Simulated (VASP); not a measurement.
Input of a VASP 6.6.1 run:

Contents of INCAR:

```
SYSTEM = Co
  ALGO = Normal
  EDIFF = 1E-6
  ENCUT = 520
  GGA = PE
  ISIF = 2
  ISMEAR = -1
  ISPIN = 2
  LASPH = .TRUE.
  LCHARG = .FALSE.
  LMAXMIX = 4
  LORBIT = 11
  LREAL = .FALSE.
  LWAVE = .FALSE.
  MAGMOM = 1.5 1.5
  NBANDS = 20
  NELM = 150
  NUPDOWN = 3.0
  PREC = Accurate
  SIGMA = 0.05
```

File KPOINTS:

```
k-points
0
G
  10 10 6
  0 0 0
```

File POSCAR:

```
Co
1.0
    2.4873648738      0.0000000000      0.0000000000
   -1.2436824369      2.1541211692      0.0000000000
    0.0000000000      0.0000000000      4.0632895034
Co
2
Direct
    0.3333333333      0.6666666667      0.7401390000
    0.6666666667      0.3333333333      0.2598610000
```

Potentials or basis: VASP PAW PBE potentials, release 64 (Co).

Run with:

```sh
$ cat potpaw_PBE.64/Co/POTCAR > POTCAR
$ mpirun -np 1 vasp_std > vasp.out
```

(1) What does it give for the pressure?

(2) Estimate the largest force.

## Answers

(1) -2.0 GPa.

(2) 0.540 eV/Å.

Caveat: the total moment is fixed, so each spin has its own Fermi level.
